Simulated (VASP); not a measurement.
# YNb (Pm-3m) in VASP: single point with PBE

Aim: the single point of YNb with PBE.

Program: VASP 6.6.1. These are calculated values, not measurements. Logs are shortened: lines on timing, memory, paths and dates and some standing lists are left out, and cuts for length are marked.

## (1) The cell of the first run

It takes space group Pm-3m (No. 221, cubic). The conventional cell has a = 3.621 Å, b = 3.621 Å, c = 3.621 Å, α = 90.00°, β = 90.00°, γ = 90.00°. Y (site symmetry m-3m) has 8 Nb at 3.14 Å and 6 Y at 3.62 Å within 4.1 Å. Nb (site symmetry m-3m) has 8 Y at 3.14 Å and 6 Nb at 3.62 Å within 4.1 Å.

## (2) Single point, PBE, collinear spin

INCAR

```
SYSTEM = YNb
ALGO     = Normal         ! electronic algorithm
EDIFF    = 1E-6           ! SCF threshold, eV
ENCUT    = 520            ! plane-wave cutoff, eV
GGA      = PE             ! functional
ISIF     = 2              ! what is computed and relaxed
ISMEAR   = 0              ! smearing method
ISPIN    = 2              ! spin polarisation
LASPH    = .TRUE.         ! aspherical terms in the spheres
LCHARG   = .FALSE.        ! write CHGCAR
LMAXMIX  = 4              ! l up to which the mixer works
LORBIT   = 11             ! projections on sites
LREAL    = .FALSE.        ! projectors in reciprocal space
LWAVE    = .FALSE.        ! write WAVECAR
MAGMOM   = 0 1            ! initial moments
NBANDS   = 23             ! bands
NELM     = 150            ! most SCF steps
PREC     = Accurate       ! precision mode
SIGMA    = 0.1            ! smearing width, eV
```

KPOINTS

```
k-points
0
G
  6 6 6
  0 0 0
```

POSCAR

```
YNb
1.0
    3.6211288494      0.0000000000      0.0000000000
    0.0000000000      3.6211288494      0.0000000000
    0.0000000000      0.0000000000      3.6211288494
Y Nb
1 1
Direct
    0.5000000000      0.5000000000      0.5000000000
    0.0000000000      0.0000000000      0.0000000000
```

Potentials or basis: VASP PAW PBE potentials, release 64 (Y_sv, Nb_sv).

Launch:

```
$ cat potpaw_PBE.64/Y_sv/POTCAR potpaw_PBE.64/Nb_sv/POTCAR > POTCAR
$ mpirun -np 1 vasp_std > vasp.out
```

OUTCAR:

```text
SYSTEM = YNb
   EDIFF = 1E-6
   ENCUT = 520
   GGA = PE
   ISIF = 2
   ISMEAR = 0
   ISPIN = 2
   LASPH = .TRUE.
   LORBIT = 11
   LREAL = .FALSE.
   NELM = 150
   PREC = Accurate

 ion  position               nearest neighbor table
   1  0.500  0.500  0.500-   2 3.14   2 3.14   2 3.14   2 3.14   2 3.14   2 3.14   2 3.14   2 3.14

   2  0.000  0.000  0.000-   1 3.14   1 3.14   1 3.14   1 3.14   1 3.14   1 3.14   1 3.14   1 3.14

  LATTYP: Found a simple cubic cell.
 ALAT       =     3.6211288494

  Lattice vectors:

 A1 = (   3.6211288494,   0.0000000000,   0.0000000000)
 A2 = (   0.0000000000,   3.6211288494,   0.0000000000)
 A3 = (   0.0000000000,   0.0000000000,   3.6211288494)

Analysis of symmetry for initial positions (statically):
=====================================================================
 Subroutine PRICEL returns:
 Original cell was already a primitive cell.

 Routine SETGRP: Setting up the symmetry group for a
 simple cubic supercell.

 Subroutine GETGRP returns: Found 48 space group operations
 (whereof 48 operations were pure point group operations)
 out of a pool of 48 trial point group operations.

The static configuration has the point symmetry O_h .

Analysis of symmetry for dynamics (positions and initial velocities):
=====================================================================
 Subroutine PRICEL returns:
 Original cell was already a primitive cell.

 Routine SETGRP: Setting up the symmetry group for a
 simple cubic supercell.

 Subroutine GETGRP returns: Found 48 space group operations
 (whereof 48 operations were pure point group operations)
 out of a pool of 48 trial point group operations.

The dynamic configuration has the point symmetry O_h .

Analysis of structural, dynamic, and magnetic symmetry:
=====================================================================
 Subroutine PRICEL returns:
 Original cell was already a primitive cell.

 Routine SETGRP: Setting up the symmetry group for a
 simple cubic supercell.

 Subroutine GETGRP returns: Found 48 space group operations
 (whereof 48 operations were pure point group operations)
 out of a pool of 48 trial point group operations.

The overall configuration has the point symmetry O_h .

 Subroutine INISYM returns: Found 48 space group operations
 (whereof 48 operations are pure point group operations),
 and found     1 'primitive' translations

----------------------------------------------------------------------------------------

                                     Primitive cell

  volume of cell :      47.4823

  direct lattice vectors                    reciprocal lattice vectors
     3.621128849  0.000000000  0.000000000     0.276156978  0.000000000  0.000000000
     0.000000000  3.621128849  0.000000000     0.000000000  0.276156978  0.000000000
     0.000000000  0.000000000  3.621128849     0.000000000  0.000000000  0.276156978

  length of vectors
     3.621128849  3.621128849  3.621128849     0.276156978  0.276156978  0.276156978

  position of ions in fractional coordinates (direct lattice)
     0.500000000  0.500000000  0.500000000
     0.000000000  0.000000000  0.000000000

  ion indices of the primitive-cell ions
   primitive index   ion index
                 1           1
                 2           2

----------------------------------------------------------------------------------------

 KPOINTS: k-points

Automatic generation of k-mesh.
 Grid dimensions read from file:
 generate k-points for:    6    6    6

 Generating k-lattice:

  Cartesian coordinates                     Fractional coordinates (reciprocal lattice)
     0.046026163  0.000000000  0.000000000     0.166666667  0.000000000  0.000000000
     0.000000000  0.046026163  0.000000000     0.000000000  0.166666667  0.000000000
     0.000000000  0.000000000  0.046026163     0.000000000  0.000000000  0.166666667

  Length of vectors
     0.046026163  0.046026163  0.046026163

  Shift w.r.t. Gamma in fractional coordinates (k-lattice)
     0.000000000  0.000000000  0.000000000

 Subroutine IBZKPT returns following result:
 ===========================================

 Found     20 irreducible k-points:

 Following reciprocal coordinates:
            Coordinates               Weight
  0.000000  0.000000  0.000000      1.000000
  0.166667  0.000000  0.000000      6.000000
  0.333333  0.000000  0.000000      6.000000
  0.500000  0.000000  0.000000      3.000000
  0.166667  0.166667  0.000000     12.000000
  0.333333  0.166667  0.000000     24.000000
[... 12 lines left out ...]
  0.500000  0.500000  0.333333      6.000000
  0.500000  0.500000  0.500000      1.000000
   k-points           NKPTS =     20   k-points in BZ     NKDIM =     20   number of bands    NBANDS=     23
   number of dos      NEDOS =    301   number of ions     NIONS =      2
   total plane-waves  NPLWV =  21952
   dimension x,y,z NGX =    28 NGY =   28 NGZ =   28
   dimension x,y,z NGXF=    56 NGYF=   56 NGZF=   56
   ions per type =               1   1
   NGX,Y,Z   is equivalent  to a cutoff of  12.85, 12.85, 12.85 a.u.
   NGXF,Y,Z  is equivalent  to a cutoff of  25.71, 25.71, 25.71 a.u.
 SYSTEM =  YNb
   PREC   = accura    normal or accurate (medium, high low for compatibility)
   ISTART =      0    job   : 0-new  1-cont  2-samecut
   ICHARG =      2    charge: 1-file 2-atom 10-const
   ISPIN  =      2    spin polarized calculation?
   LNONCOLLINEAR =      F non collinear calculations
   LSORBIT =      F    spin-orbit coupling
   LASPH  =      T    aspherical Exc in radial PAW
   ENCUT  =  520.0 eV  38.22 Ry    6.18 a.u.   6.73  6.73  6.73*2*pi/ulx,y,z
   NELM   =    150;   NELMIN=  2; NELMDL= -5     # of ELM steps
   EDIFF  = 0.1E-05   stopping-criterion for ELM
   LREAL  =      F    real-space projection
   EDIFFG = 0.1E-04   stopping-criterion for IOM
   NSW    =      0    number of steps for IOM
   IBRION =     -1    ionic relax: 0-MD 1-quasi-New 2-CG
   NFREE  =      0    steps in history (QN), initial steepest desc. (CG)
   ISIF   =      2    stress and relaxation
   ISYM   =      2    0-nonsym 1-usesym 2-fastsym
   POTIM  = 0.5000    time-step for ionic-motion
   TEBEG  =    0.0;   TEEND  =   0.0 temperature during run
   PSTRESS=    0.0 pullay stress
   NELECT =      24.0000    total number of electrons
   NUPDOWN=      -1.0000    fix difference up-down
   EMIN   =  10.00;   EMAX   =-10.00  energy-range for DOS
   EFERMI =   0.00;   METHOD = LEGACY
   ISMEAR =     0;   SIGMA  =   0.10  broadening in eV -4-tet -1-fermi 0-gaus
   EFERMI_NEDOS =   21; number of points for ismear=-14 and -15
   IALGO  =     38    algorithm
   IMIX   =      4    mixing-type and parameters
     AMIX     =   0.40;   BMIX     =  1.00
     AMIX_MAG =   1.60;   BMIX_MAG =  1.00
  volume/ion in A,a.u.               =      23.74       160.21
  Fermi-wavevector in a.u.,A,eV,Ry     =   1.304071  2.464337 23.138087  1.700601
  Thomas-Fermi vector in A             =   2.435031
   LORBIT       =     11    0 simple, 1 ext, 2 COOP (PROOUT), +10 PAW based schemes
   GGA     = PE    functional components
   LHFCALC =     F    Hartree Fock is set to
   AEXX    =    0.0000 exact exchange contribution
   IVDW    =     0    specifies the selected vdW correction
   LEPSILON=     F    determine dielectric tensor
   LRPA    =     F    only Hartree local field effects (RPA)
 spin polarized calculation
 Gauss-broadening in eV      SIGMA  =   0.10
  energy-cutoff  :      520.00
  volume of cell :       47.48
 maximum number of plane-waves:      1328
 NGX is ok and might be reduce to    28
   NGX = 13   NGY = 13   NGZ = 13

 number of electron      23.9999998 magnetization       0.0044063

 Free energy of the ion-electron system (eV)
  ---------------------------------------------------
  ext. energy  EPLUGINS =         0.00000000
  ---------------------------------------------------
  free energy    TOTEN  =       -15.47358592 eV

  energy without entropy =      -15.45435250  energy(sigma->0) =      -15.46396921

 E-fermi :   6.2589     XC(G=0): -10.9267

 val. band max:        6.2251887670   @ k =   0.3333   0.3333   0.1667
 cond. band min:       6.2853349469   @ k =   0.3333   0.1667   0.1667
 fundamental gap:      0.0601461799
 Fermi energy:         6.2588867277

 spin component 1

 k-point     1 :       0.0000    0.0000    0.0000
  band No.  band energies     occupation
      1     -48.4033      1.00000
      2     -35.2833      1.00000
      3     -24.4280      1.00000
      4     -24.4280      1.00000
      5     -24.4280      1.00000
      6     -15.2104      1.00000
[... 15 lines left out ...]
     22      13.7381      0.00000
     23      18.7460      0.00000
[... 470 lines left out ...]
  band No.  band energies     occupation
      1     -48.3866      1.00000
      2     -35.2225      1.00000
      3     -24.5012      1.00000
      4     -24.5012      1.00000
      5     -24.5012      1.00000
      6     -15.4779      1.00000
[... 15 lines left out ...]
     22      15.9570      0.00000
     23      15.9570      0.00000
 Fermi energy:         6.2588867277

 spin component 2

 k-point     1 :       0.0000    0.0000    0.0000
  band No.  band energies     occupation
      1     -48.4017      1.00000
      2     -35.2832      1.00000
      3     -24.4262      1.00000
      4     -24.4262      1.00000
      5     -24.4262      1.00000
      6     -15.2102      1.00000
[... 15 lines left out ...]
     22      13.7398      0.00000
     23      18.7475      0.00000
[... 471 lines left out ...]
      1     -48.3850      1.00000
      2     -35.2224      1.00000
      3     -24.4994      1.00000
      4     -24.4994      1.00000
      5     -24.4994      1.00000
      6     -15.4777      1.00000
[... 15 lines left out ...]
     22      15.9582      0.00000
     23      15.9582      0.00000

------------------------ aborting loop because EDIFF is reached ----------------------------------------

  FORCE on cell =-STRESS in cart. coord.  units (eV):
  Direction    XX          YY          ZZ          XY          YZ          ZX
  --------------------------------------------------------------------------------------
  -------------------------------------------------------------------------------------
  Total       -0.1312291     -0.1312291     -0.1312291     -0.0000000      0.0000000      0.0000000
  in kB       -4.4280113     -4.4280113     -4.4280113     -0.0000000      0.0000000      0.0000000
  external PRESSURE =      -4.4280113 kB  Pullay stress =       0.0000000 kB

 VOLUME and BASIS-vectors are now :
 -----------------------------------------------------------------------------
  energy-cutoff  :      520.00
  volume of cell :       47.48
      direct lattice vectors                 reciprocal lattice vectors
     3.621128849  0.000000000  0.000000000     0.276156978  0.000000000  0.000000000
     0.000000000  3.621128849  0.000000000     0.000000000  0.276156978  0.000000000
     0.000000000  0.000000000  3.621128849     0.000000000  0.000000000  0.276156978

 POSITION                                       TOTAL-FORCE (eV/Angst)
 -----------------------------------------------------------------------------------
      1.81056      1.81056      1.81056         0.000000      0.000000      0.000000
      0.00000      0.00000      0.00000         0.000000      0.000000      0.000000
 -----------------------------------------------------------------------------------
    total drift:                               -0.000000      0.000000      0.000000

  FREE ENERGIE OF THE ION-ELECTRON SYSTEM (eV)
  ---------------------------------------------------
  free  energy   TOTEN  =       -15.4735859151 eV

  energy  without entropy=      -15.4543525040  energy(sigma->0) =      -15.46396921

 total charge

# of ion       s       p       d       f       tot
--------------------------------------------------
    1        2.284   6.347   1.159   0.027   9.816
    2        2.204   5.940   2.473   0.000  10.617
--------------------------------------------------
tot          4.488  12.286   3.633   0.027  20.434

 magnetization (x)

# of ion       s       p       d       f       tot
--------------------------------------------------
    1       -0.000   0.000   0.000   0.000   0.001
    2        0.000   0.000   0.002   0.000   0.002
--------------------------------------------------
tot         -0.000   0.000   0.002   0.000   0.002
```

It took 27 s on 1 thread of Intel Xeon Platinum 8488C (Sapphire Rapids), shared host; peak memory 0.2 GiB.

What came out:

* Free energy: -15.4736 eV
* Pressure: -0.4 GPa
* Band gap on the k mesh: zero (filled and empty bands overlap)
* Net moment: 0.00 μB per cell
* Valence electrons inside the program's atomic spheres: Y 9.82; Nb 10.62

The gap in the log of VASP goes by the Fermi energy; the results here count the filled bands.